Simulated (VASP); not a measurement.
# ZnSe (F-43m) in VASP: relaxation of cell and atoms with r2SCAN

Aim: the relaxation of cell and atoms of ZnSe with r2SCAN.

Program: VASP 6.6.1. These are calculated values, not measurements. Logs are shortened: lines on timing, memory, paths and dates and some standing lists are left out, and cuts for length are marked.

### Step 1. The cell of the first run

The structure is cubic, space group F-43m (No. 216). The conventional cell has a = 5.668 Å, b = 5.668 Å, c = 5.668 Å, α = 90.00°, β = 90.00°, γ = 90.00°. Zn (site symmetry -43m) has 4 Se at 2.45 Å within 3.2 Å. Within 3.2 Å of Se (site symmetry -43m) lie 4 Zn at 2.45 Å.

### Step 2. Relaxation of cell and atoms, r2SCAN

Input file POSCAR:

```
ZnSe
1.0
    2.8338000000      2.8338000000      0.0000000000
   -2.8338000000      2.8338000000      0.0000000000
    0.0000000000      2.8338000000      2.8338000000
Zn Se
1 1
Direct
    0.0000000000      0.0000000000      0.0000000000
    0.7500000000      0.2500000000      0.5000000000
```

Input file INCAR.step1:

```
SYSTEM = ZnSe
ALGO = Normal
EDIFF = 1E-4
ENCUT = 600
GGA = PE
ISMEAR = -1
LASPH = .True.
LCHARG = .False.
LREAL = .False.
LWAVE = .True.
NELM = 100
PREC = Accurate
SIGMA = 0.05
```

Input file INCAR.step2:

```
SYSTEM = ZnSe
ALGO = Normal
EDIFF = 1E-7
EDIFFG = -0.002
ENCUT = 600
IBRION = 2
ISIF = 3
ISMEAR = -1
ISTART = 1
LASPH = .True.
LCHARG = .False.
LMIXTAU = .True.
LREAL = .False.
LWAVE = .False.
METAGGA = R2SCAN
NELM = 100
NSW = 100
PREC = Accurate
SIGMA = 0.05
```

Input file KPOINTS:

```
k-points
0
Gamma
  12 12 12
  0 0 0
```

Potentials or basis: VASP PAW PBE potentials, release 64 (Zn, Se).

The run is started by

```bash
$ cat potpaw_PBE.64/Zn/POTCAR potpaw_PBE.64/Se/POTCAR > POTCAR
$ cp INCAR.step1 INCAR
$ mpirun -np 1 vasp_std > vasp.out
$ cp INCAR.step2 INCAR
$ mpirun -np 1 vasp_std > vasp.out
```

OUTCAR:

```text
SYSTEM = ZnSe
   EDIFF = 1E-7
   EDIFFG = -0.002
   ENCUT = 600
   IBRION = 2
   ISIF = 3
   ISMEAR = -1
   ISTART = 1
   LASPH = .True.
   LREAL = .False.
   METAGGA = R2SCAN
   NELM = 100
   NSW = 100
   PREC = Accurate

 ion  position               nearest neighbor table
   1  0.000  0.000  0.000-   2 2.45   2 2.45   2 2.45   2 2.45
   2  0.750  0.250  0.500-   1 2.45   1 2.45   1 2.45   1 2.45

  LATTYP: Found a face centered cubic cell.
 ALAT       =     5.6676000000

  Lattice vectors:

 A1 = (   0.0000000000,   2.8338000000,   2.8338000000)
 A2 = (   2.8338000000,   0.0000000000,   2.8338000000)
 A3 = (   2.8338000000,   2.8338000000,   0.0000000000)

Analysis of symmetry for initial positions (statically):
=====================================================================
 Subroutine PRICEL returns:
 Original cell was already a primitive cell.

 Routine SETGRP: Setting up the symmetry group for a
 face centered cubic supercell.

 Subroutine GETGRP returns: Found 24 space group operations
 (whereof 24 operations were pure point group operations)
 out of a pool of 48 trial point group operations.

The static configuration has the point symmetry T_d .

Analysis of symmetry for dynamics (positions and initial velocities):
=====================================================================
 Subroutine PRICEL returns:
 Original cell was already a primitive cell.

 Routine SETGRP: Setting up the symmetry group for a
 face centered cubic supercell.

 Subroutine GETGRP returns: Found 24 space group operations
 (whereof 24 operations were pure point group operations)
 out of a pool of 48 trial point group operations.

The dynamic configuration has the point symmetry T_d .

 Subroutine INISYM returns: Found 24 space group operations
 (whereof 24 operations are pure point group operations),
 and found     1 'primitive' translations

----------------------------------------------------------------------------------------

                                     Primitive cell

  volume of cell :      45.5132

  direct lattice vectors                    reciprocal lattice vectors
     2.833800000  2.833800000  0.000000000     0.176441527  0.176441527 -0.176441527
    -2.833800000  2.833800000  0.000000000    -0.176441527  0.176441527 -0.176441527
[... 148 lines left out ...]
  volume of cell :       45.51
      direct lattice vectors                 reciprocal lattice vectors
     2.833800000  2.833800000  0.000000000     0.176441527  0.176441527 -0.176441527
    -2.833800000  2.833800000  0.000000000    -0.176441527  0.176441527 -0.176441527
     0.000000000  2.833800000  2.833800000     0.000000000  0.000000000  0.352883055

 POSITION                                       TOTAL-FORCE (eV/Angst)
 -----------------------------------------------------------------------------------
      0.00000      0.00000      0.00000         0.000000     -0.000000     -0.000000
      1.41690      4.25070      1.41690         0.000000      0.000000      0.000000
 -----------------------------------------------------------------------------------
    total drift:                               -0.000035     -0.000000      0.000000

  FREE ENERGIE OF THE ION-ELECTRON SYSTEM (eV)
  ---------------------------------------------------
  free  energy   TOTEN  =       -24.9111991057 eV

  energy  without entropy=      -24.9111991056  energy(sigma->0) =      -24.91119911

--------------------------------------- Ionic step        2  -------------------------------------------

 number of electron      17.9999991 magnetization

 Free energy of the ion-electron system (eV)
  ---------------------------------------------------
  ext. energy  EPLUGINS =         0.00000000
  ---------------------------------------------------
  free energy    TOTEN  =       -24.91120831 eV

  energy without entropy =      -24.91120831  energy(sigma->0) =      -24.91120831

 E-fermi :   2.2750     XC(G=0):  -9.9219

 val. band max:        1.3012512206   @ k =   0.0000   0.0000   0.0000
 cond. band min:       3.1705786062   @ k =   0.0000   0.0000   0.0000
 fundamental gap:      1.8693273856
 Fermi energy:         2.2749723806

 k-point     1 :       0.0000    0.0000    0.0000
  band No.  band energies     occupation
      1     -12.4149      2.00000
      2      -5.3949      2.00000
      3      -5.3949      2.00000
      4      -5.3948      2.00000
      5      -4.9866      2.00000
      6      -4.9866      2.00000
      7       1.3012      2.00000
      8       1.3012      2.00000
      9       1.3013      2.00000
     10       3.1706      0.00000
     11       7.6170      0.00000
     12       7.6171      0.00000
     13       7.6172      0.00000
[... 354 lines left out ...]
  band No.  band energies     occupation
      1     -11.6578      2.00000
      2      -5.3132      2.00000
      3      -5.2644      2.00000
      4      -5.1532      2.00000
      5      -4.9626      2.00000
      6      -4.9615      2.00000
      7      -2.9997      2.00000
      8      -0.3192      2.00000
      9       0.0135      2.00000
     10       5.4654      0.00000
     11       7.3736      0.00000
     12       8.9853      0.00000
     13       9.3487      0.00000

 [... further k-points ...]

------------------------ aborting loop because EDIFF is reached ----------------------------------------

  FORCE on cell =-STRESS in cart. coord.  units (eV):
  Direction    XX          YY          ZZ          XY          YZ          ZX
  --------------------------------------------------------------------------------------
  -------------------------------------------------------------------------------------
  Total        0.0017874      0.0017874      0.0017874      0.0000000     -0.0000000      0.0000000
  in kB        0.0629488      0.0629488      0.0629488      0.0000000     -0.0000000      0.0000000
  external PRESSURE =       0.0629488 kB  Pullay stress =       0.0000000 kB

 VOLUME and BASIS-vectors are now :
 -----------------------------------------------------------------------------
  energy-cutoff  :      600.00
  volume of cell :       45.49
      direct lattice vectors                 reciprocal lattice vectors
     2.833402453  2.833402453 -0.000000000     0.176466283  0.176466283 -0.176466283
    -2.833402453  2.833402453  0.000000000    -0.176466283  0.176466283 -0.176466283
    -0.000000000  2.833402453  2.833402453     0.000000000 -0.000000000  0.352932567

 POSITION                                       TOTAL-FORCE (eV/Angst)
 -----------------------------------------------------------------------------------
     -0.00000      8.50021      2.83340         0.000000     -0.000000      0.000000
      1.41670      4.25010      1.41670        -0.000000      0.000000      0.000000
 -----------------------------------------------------------------------------------
    total drift:                               -0.000035     -0.000000     -0.000000

  FREE ENERGIE OF THE ION-ELECTRON SYSTEM (eV)
  ---------------------------------------------------
  free  energy   TOTEN  =       -24.9112083136 eV

  energy  without entropy=      -24.9112083136  energy(sigma->0) =      -24.91120831

 reached required accuracy - stopping structural energy minimisation
```

OSZICAR.step1:

```text
N       E                     dE             d eps       ncg     rms          rms(c)
DAV:   1     0.923289352770E+02    0.92329E+02   -0.98076E+03  1872   0.175E+03
DAV:   2     0.164456134335E+00   -0.92164E+02   -0.87523E+02  1985   0.294E+02
DAV:   3    -0.624010966435E+01   -0.64046E+01   -0.63719E+01  2347   0.751E+01
DAV:   4    -0.630834862745E+01   -0.68239E-01   -0.68219E-01  2007   0.814E+00
DAV:   5    -0.630871807603E+01   -0.36945E-03   -0.36944E-03  2267   0.587E-01    0.475E+00
DAV:   6    -0.603773927404E+01    0.27098E+00   -0.69507E-01  2700   0.295E+01    0.364E+00
DAV:   7    -0.602029683039E+01    0.17442E-01   -0.19426E-01  2032   0.447E+00    0.153E+00
DAV:   8    -0.602030359520E+01   -0.67648E-05   -0.43048E-03  2325   0.674E-01    0.469E-01
DAV:   9    -0.602055188362E+01   -0.24829E-03   -0.11032E-03  2087   0.303E-01    0.690E-02
DAV:  10    -0.602063814676E+01   -0.86263E-04   -0.14177E-04  1970   0.123E-01
   1 F= -.60206381E+01 E0= -.60206381E+01  d E =-.130043E-07
```

It took 5.8 min on 1 thread of Oxide Virtual Turin-like, shared host; peak memory 0.2 GiB.

What came out:

```
Free energy                           : -24.9112 eV
Relaxed volume                        : 22.75 Å³/atom
Relaxed cell                          : a = 4.007 Å, b = 4.007 Å, c = 4.007 Å, α = 60.00°, β = 60.00°, γ = 90.00°
Space group after relaxing (to 0.1 Å) : F-43m (No. 216)
Energy gained by relaxing             : 0.0 meV/atom
Ionic steps                           : 2
Pressure after relaxing               : 0.0 GPa
Band gap on the k mesh                : 1.87 eV
```

Final structure:
```
CELL_PARAMETERS angstrom
2.83340 2.83340 0.00000
-2.83340 2.83340 0.00000
0.00000 2.83340 2.83340
ATOMIC_POSITIONS crystal
Zn 0.00000 0.00000 0.00000
Se 0.75000 0.25000 0.50000
```

Caveat: the PAW data sets were made with another functional, which shifts forces and pressure a little.
